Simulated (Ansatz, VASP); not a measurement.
H2Os3: VASP beside Ansatz

INCAR

```
  PREC = Accurate
  ENCUT = 600
  EDIFF = 1E-6
  ISMEAR = 0
  SIGMA = 0.1
  LREAL = F
  LASPH = T
  NELM = 100
  ALGO = Normal
  ISIF = 3
  LWAVE = F
  LCHARG = F
  GGA = PE
  IBRION = 2
  NSW = 90
  EDIFFG = -0.04
```

File KPOINTS:

```
regular mesh
0
Gamma
  6 6 4
```

POSCAR

```
H2Os3
1.0
    3.2738284600      0.0000000000      0.0000000000
   -1.6369142300      2.8352186100      0.0000000000
    0.0000000000      0.0000000000      6.7425664800
H Os
2 3
Direct
    0.6666666700      0.3333333300      0.1328401700
    0.6666666700      0.3333333300      0.8671598300
    0.0000000000      0.0000000000      0.3472138900
    0.0000000000      0.0000000000      0.6527861100
    0.3333333300      0.6666666700      0.0000000000
```

Input for Ansatz:

```yaml
crystal:
  lattice:
    - [3.27382846, 0.0, 0.0]
    - [-1.63691423, 2.83521861, 0.0]
    - [0.0, 0.0, 6.74256648]
  atoms:
    - { symbol: H, position: [0.66666667, 0.33333333, 0.13284017] }
    - { symbol: H, position: [0.66666667, 0.33333333, 0.86715983] }
    - { symbol: Os, position: [0.0, 0.0, 0.34721389] }
    - { symbol: Os, position: [0.0, 0.0, 0.65278611] }
    - { symbol: Os, position: [0.33333333, 0.66666667, 0.0] }
basis:
  ecutwfc: 420
kpoints:
  mp_grid: { grid: [6, 6, 4] }
hamiltonian:
  xc: pbe
scf:
  occupations: { method: gaussian, width: 0.1 }
  lower_state_search: "off"
output:
  forces: true
  stress: true
  eigenvalues: true
relax:
  adjacent_minimum: "off"
  f_tol: 0.04
  max_steps: 70
  cell: { stress_tol: 0.4 }
```

Alike in both runs: task relaxation of cell and atoms; functional PBE; k mesh 6 × 6 × 4; occupations gaussian, width 0.1 eV; no spin polarisation.

```csv
,VASP,Ansatz
version,VASP 6.6.1,Ansatz 0.2.0
potentials or method,"VASP PAW PBE potentials, release 64 (H, Os), cutoff 600 eV","scalar-relativistic, plane waves, PAW"
valence electrons in the cell,26,50
```

VASP gave:

* gap on the k mesh at the Fermi level, each at its own relaxed structure (eV): none
* relaxed volume (Å³/atom): 9.93
* relaxed cell length with the largest relative difference (Å): 6.981

Which values does Ansatz return?

gap on the k mesh at the Fermi level, each at its own relaxed structure (eV): none; relaxed volume (Å³/atom): 9.93; relaxed cell length with the largest relative difference (Å): 6.971.

A gap of «none» marks a metal or a gap that the smearing closes. VASP's potentials hold 26 valence electrons a cell and Ansatz's 50, so a difference there can come from the potentials and not from the codes.

The k mesh is coarse, so the values compare programs but aren't converged. Neither program's run includes spin-orbit coupling. Noted on VASP's run: the volume moved by over 15 % at a fixed basis, so the end points are rough.
